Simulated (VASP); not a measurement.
# CuAu (R-3m) in VASP: settings compared

The runs below take CuAu through single point, with LDA, PBEsol.

Everything below comes from runs of VASP 6.6.1. Logs are shortened: lines on timing, memory, paths and dates and some standing lists are left out, and cuts for length are marked.

## Step 1: The cell of the first run

Symmetry: R-3m, No. 166, trigonal system. Conventional cell: a = 2.827 Å, b = 2.827 Å, c = 12.508 Å, α = 90.00°, β = 90.00°, γ = 120.00°. Au (site symmetry -3m) has 6 Cu at 2.65 Å and 6 Au at 2.83 Å within 3.5 Å. Within 3.5 Å of Cu (site symmetry -3m) lie 6 Au at 2.65 Å and 6 Cu at 2.83 Å.

## Step 2: Single point, LDA

Input file INCAR:

```
ALGO = Normal ; EDIFF = 1E-6
ENCUT = 700 ; GGA = CA
GGA_COMPAT = False ; ISIF = 2
ISMEAR = -1 ; LASPH = True
LCHARG = True ; LELF = True
LREAL = False ; LVHAR = True
LWAVE = False ; NBANDS = 26
NELM = 120 ; PREC = Accurate
SIGMA = 0.05
```

Input file KPOINTS:

```
k-points
0
Gamma
  11 11 11
```

Input file POSCAR:

```
CuAu
1.0
    1.4135984423      0.8161414412      4.1692857537
   -1.4135984423      0.8161414412      4.1692857537
    0.0000000000     -1.6322828824      4.1692857537
Au Cu
1 1
Direct
    0.0000000000      0.0000000000      0.0000000000
    0.5000000000      0.5000000000      0.5000000000
```

Potentials or basis: VASP PAW LDA potentials, release 64 (Au_sv_GW, Cu_sv_GW).

Started as:

```sh
cat potpaw_LDA.64/Au_sv_GW/POTCAR potpaw_LDA.64/Cu_sv_GW/POTCAR > POTCAR
mpirun -np 1 vasp_std > vasp.out
```

OUTCAR:

```text
EDIFF = 1E-6
   ENCUT = 700
   GGA = CA
   ISIF = 2
   ISMEAR = -1
   LASPH = True
   LREAL = False
   NELM = 120
   PREC = Accurate

 ion  position               nearest neighbor table
   1  0.000  0.000  0.000-   2 2.65   2 2.65   2 2.65   2 2.65   2 2.65   2 2.65
   2  0.500  0.500  0.500-   1 2.65   1 2.65   1 2.65   1 2.65   1 2.65   1 2.65

  LATTYP: Found a trigonal (rhomboedric) cell.
 ALAT       =     4.4774201393
 COS(alpha) =     0.8006453295

  Lattice vectors:

 A1 = (   1.4135984423,   0.8161414412,   4.1692857537)
 A2 = (  -1.4135984423,   0.8161414412,   4.1692857537)
 A3 = (   0.0000000000,  -1.6322828824,   4.1692857537)

Analysis of symmetry for initial positions (statically):
=====================================================================
 Subroutine PRICEL returns:
 Original cell was already a primitive cell.

 Routine SETGRP: Setting up the symmetry group for a
 trigonal (rhombohedral) supercell.

 Subroutine GETGRP returns: Found 12 space group operations
 (whereof 12 operations were pure point group operations)
 out of a pool of 12 trial point group operations.

The static configuration has the point symmetry D_3d.

Analysis of symmetry for dynamics (positions and initial velocities):
=====================================================================
 Subroutine PRICEL returns:
 Original cell was already a primitive cell.

 Routine SETGRP: Setting up the symmetry group for a
 trigonal (rhombohedral) supercell.

 Subroutine GETGRP returns: Found 12 space group operations
 (whereof 12 operations were pure point group operations)
 out of a pool of 12 trial point group operations.

The dynamic configuration has the point symmetry D_3d.

 Subroutine INISYM returns: Found 12 space group operations
 (whereof 12 operations are pure point group operations),
 and found     1 'primitive' translations

----------------------------------------------------------------------------------------

                                     Primitive cell

  volume of cell :      28.8605

  direct lattice vectors                    reciprocal lattice vectors
     1.413598442  0.816141441  4.169285754     0.353707238  0.204212969  0.079949745
    -1.413598442  0.816141441  4.169285754    -0.353707238  0.204212969  0.079949745
     0.000000000 -1.632282882  4.169285754     0.000000000 -0.408425938  0.079949745

  length of vectors
     4.477420139  4.477420139  4.477420139     0.416177496  0.416177496  0.416177496

  position of ions in fractional coordinates (direct lattice)
     0.000000000  0.000000000  0.000000000
     0.500000000  0.500000000  0.500000000

  ion indices of the primitive-cell ions
   primitive index   ion index
                 1           1
                 2           2

----------------------------------------------------------------------------------------

 KPOINTS: k-points

Automatic generation of k-mesh.
 Grid dimensions read from file:
 generate k-points for:   11   11   11

 Generating k-lattice:

  Cartesian coordinates                     Fractional coordinates (reciprocal lattice)
     0.032155203  0.018564815  0.007268159     0.090909091  0.000000000  0.000000000
    -0.032155203  0.018564815  0.007268159     0.000000000  0.090909091  0.000000000
     0.000000000 -0.037129631  0.007268159     0.000000000  0.000000000  0.090909091

  Length of vectors
     0.037834318  0.037834318  0.037834318

  Shift w.r.t. Gamma in fractional coordinates (k-lattice)
     0.000000000  0.000000000  0.000000000

 Subroutine IBZKPT returns following result:
 ===========================================

 Found    146 irreducible k-points:

 Following reciprocal coordinates:
            Coordinates               Weight
  0.000000  0.000000  0.000000      1.000000
  0.090909  0.000000  0.000000      6.000000
  0.181818  0.000000  0.000000      6.000000
  0.272727  0.000000  0.000000      6.000000
  0.363636  0.000000  0.000000      6.000000
  0.454545 -0.000000  0.000000      6.000000
[... 16 lines left out ...]
 -0.272727  0.181818  0.000000     12.000000
 -0.181818  0.181818  0.000000      6.000000
 [... further k-points ...]
   k-points           NKPTS =    146   k-points in BZ     NKDIM =    146   number of bands    NBANDS=     26
   number of dos      NEDOS =    301   number of ions     NIONS =      2
   total plane-waves  NPLWV =  64000
   dimension x,y,z NGX =    40 NGY =   40 NGZ =   40
   dimension x,y,z NGXF=    80 NGYF=   80 NGZF=   80
   ions per type =               1   1
   NGX,Y,Z   is equivalent  to a cutoff of  14.85, 14.85, 14.85 a.u.
   NGXF,Y,Z  is equivalent  to a cutoff of  29.70, 29.70, 29.70 a.u.
 SYSTEM =  unknown system
   PREC   = accura    normal or accurate (medium, high low for compatibility)
   ISTART =      0    job   : 0-new  1-cont  2-samecut
   ICHARG =      2    charge: 1-file 2-atom 10-const
   ISPIN  =      1    spin polarized calculation?
   LNONCOLLINEAR =      F non collinear calculations
   LSORBIT =      F    spin-orbit coupling
   LASPH  =      T    aspherical Exc in radial PAW
   ENCUT  =  700.0 eV  51.45 Ry    7.17 a.u.   9.66  9.66  9.66*2*pi/ulx,y,z
   NELM   =    120;   NELMIN=  2; NELMDL= -5     # of ELM steps
   EDIFF  = 0.1E-05   stopping-criterion for ELM
   LREAL  =      F    real-space projection
   EDIFFG = 0.1E-04   stopping-criterion for IOM
   NSW    =      0    number of steps for IOM
   IBRION =     -1    ionic relax: 0-MD 1-quasi-New 2-CG
   NFREE  =      0    steps in history (QN), initial steepest desc. (CG)
   ISIF   =      2    stress and relaxation
   ISYM   =      2    0-nonsym 1-usesym 2-fastsym
   POTIM  = 0.5000    time-step for ionic-motion
   TEBEG  =    0.0;   TEEND  =   0.0 temperature during run
   PSTRESS=    0.0 pullay stress
   NELECT =      38.0000    total number of electrons
   NUPDOWN=      -1.0000    fix difference up-down
   EMIN   =  10.00;   EMAX   =-10.00  energy-range for DOS
   EFERMI =   0.00;   METHOD = LEGACY
   ISMEAR =    -1;   SIGMA  =   0.05  broadening in eV -4-tet -1-fermi 0-gaus
   EFERMI_NEDOS =   21; number of points for ismear=-14 and -15
   IALGO  =     38    algorithm
   IMIX   =      4    mixing-type and parameters
     AMIX     =   0.40;   BMIX     =  1.00
     AMIX_MAG =   1.60;   BMIX_MAG =  1.00
  volume/ion in A,a.u.               =      14.43        97.38
  Fermi-wavevector in a.u.,A,eV,Ry     =   1.794326  3.390784 43.805372  3.219604
  Thomas-Fermi vector in A             =   2.856305
   LORBIT       =      0    0 simple, 1 ext, 2 COOP (PROOUT), +10 PAW based schemes
   GGA     = CA    functional components
   LHFCALC =     F    Hartree Fock is set to
   AEXX    =    0.0000 exact exchange contribution
   IVDW    =     0    specifies the selected vdW correction
   LEPSILON=     F    determine dielectric tensor
   LRPA    =     F    only Hartree local field effects (RPA)
 non-spin polarized calculation
  energy-cutoff  :      700.00
  volume of cell :       28.86
 maximum number of plane-waves:      1229
   NGX = 19   NGY = 19   NGZ = 19

 number of electron      38.0000001 magnetization

 Free energy of the ion-electron system (eV)
  ---------------------------------------------------
  ext. energy  EPLUGINS =         0.00000000
  ---------------------------------------------------
  free energy    TOTEN  =        -8.56602473 eV

  energy without entropy =       -8.55821903  energy(sigma->0) =       -8.56212188

 E-fermi :   8.2316     XC(G=0): -13.7003

 val. band max:        8.2238908087   @ k =  -0.4545   0.2727   0.2727
 cond. band min:       8.2351563237   @ k =   0.3636   0.1818   0.1818
 fundamental gap:      0.0112655151
 Fermi energy:         8.2316318795

 k-point     1 :       0.0000    0.0000    0.0000
  band No.  band energies     occupation
      1    -103.0990      2.00000
      2     -97.4543      2.00000
      3     -61.0988      2.00000
      4     -61.0611      2.00000
      5     -61.0611      2.00000
      6     -49.0909      2.00000
[... 18 lines left out ...]
     25      25.8696      0.00000
     26      28.7909      0.00000

 k-point     2 :       0.0909    0.0000    0.0000
  band No.  band energies     occupation
      1    -103.0993      2.00000
      2     -97.4535      2.00000
      3     -61.0988      2.00000
      4     -61.0637      2.00000
      5     -61.0620      2.00000
      6     -49.0890      2.00000
[... 18 lines left out ...]
     25      25.4861      0.00000
     26      27.2689      0.00000

 k-point     3 :       0.1818    0.0000    0.0000
  band No.  band energies     occupation
      1    -103.0988      2.00000
      2     -97.4511      2.00000
      3     -61.0981      2.00000
      4     -61.0691      2.00000
      5     -61.0635      2.00000
      6     -49.0837      2.00000
[... 18 lines left out ...]
     25      24.5897      0.00000
     26      25.6108      0.00000

 k-point     4 :       0.2727    0.0000    0.0000
  band No.  band energies     occupation
      1    -103.0982      2.00000
      2     -97.4480      2.00000
      3     -61.0970      2.00000
      4     -61.0761      2.00000
      5     -61.0653      2.00000
      6     -49.0768      2.00000
[... 18 lines left out ...]
     25      23.6879      0.00000
     26      24.8626      0.00000
[... 496 lines left out ...]
      1    -103.0974      2.00000
      2     -97.4426      2.00000
      3     -61.0954      2.00000
      4     -61.0847      2.00000
      5     -61.0727      2.00000
      6     -49.1356      2.00000
[... 18 lines left out ...]
     25      18.9151      0.00000
     26      24.5827      0.00000

 k-point    23 :      -0.2727    0.1818    0.0000
  band No.  band energies     occupation
      1    -103.0977      2.00000
      2     -97.4441      2.00000
      3     -61.0960      2.00000
      4     -61.0824      2.00000
      5     -61.0711      2.00000
      6     -49.1163      2.00000
[... 18 lines left out ...]
     25      19.5409      0.00000
     26      26.9738      0.00000

 k-point    24 :      -0.1818    0.1818    0.0000
  band No.  band energies     occupation
      1    -103.0981      2.00000
      2     -97.4465      2.00000
      3     -61.0967      2.00000
      4     -61.0780      2.00000
      5     -61.0681      2.00000
      6     -49.0823      2.00000
[... 18 lines left out ...]
     25      21.1842      0.00000
     26      28.1379      0.00000

 [... further k-points ...]

------------------------ aborting loop because EDIFF is reached ----------------------------------------

  FORCE on cell =-STRESS in cart. coord.  units (eV):
  Direction    XX          YY          ZZ          XY          YZ          ZX
  --------------------------------------------------------------------------------------
  -------------------------------------------------------------------------------------
  Total       -1.1649185     -1.1649185     -0.8479641      0.0000000      0.0000000      0.0000000
  in kB      -64.6698283    -64.6698283    -47.0742785      0.0000000      0.0000000      0.0000000
  external PRESSURE =     -58.8046450 kB  Pullay stress =       0.0000000 kB

 VOLUME and BASIS-vectors are now :
 -----------------------------------------------------------------------------
  energy-cutoff  :      700.00
  volume of cell :       28.86
      direct lattice vectors                 reciprocal lattice vectors
     1.413598442  0.816141441  4.169285754     0.353707238  0.204212969  0.079949745
    -1.413598442  0.816141441  4.169285754    -0.353707238  0.204212969  0.079949745
     0.000000000 -1.632282882  4.169285754     0.000000000 -0.408425938  0.079949745

 POSITION                                       TOTAL-FORCE (eV/Angst)
 -----------------------------------------------------------------------------------
      0.00000      0.00000      0.00000         0.000000     -0.000000     -0.000000
      0.00000      0.00000      6.25393        -0.000000      0.000000      0.000000
 -----------------------------------------------------------------------------------
    total drift:                               -0.000000      0.000000     -0.000000

  FREE ENERGIE OF THE ION-ELECTRON SYSTEM (eV)
  ---------------------------------------------------
  free  energy   TOTEN  =        -8.5660247266 eV

  energy  without entropy=       -8.5582190334  energy(sigma->0) =       -8.56212188
```

It took 5.1 min on 1 thread of Intel Xeon Platinum 8259CL at 2.50GHz (Skylake/Cascade Lake), shared host; peak memory 0.37 GiB.

What came out:

```yaml
Free_energy: -8.5660 eV
Pressure: -5.9 GPa
Band_gap_on_the_k_mesh: zero (band 19 reaches 10.27 eV, above the bottom of band 20 at 5.91 eV)
```

Stress tensor (GPa, compression positive):
```
-6.47  0.00  0.00
 0.00 -6.47  0.00
 0.00  0.00 -4.71
```

Levels at points of the mesh, in eV from the Fermi level:
| k point | band 17 | band 18 | band 19 | band 20 | band 21 | band 22 |
| --- | --- | --- | --- | --- | --- | --- |
| (0.00, 0.00, 0.00) | -2.36 | -1.66 | -1.66 | -0.31 | 4.92 | 14.53 |

Caveat: spin-orbit coupling is left out, which moves the levels of the heavy elements.

(Part 1 of 3 ends here.)
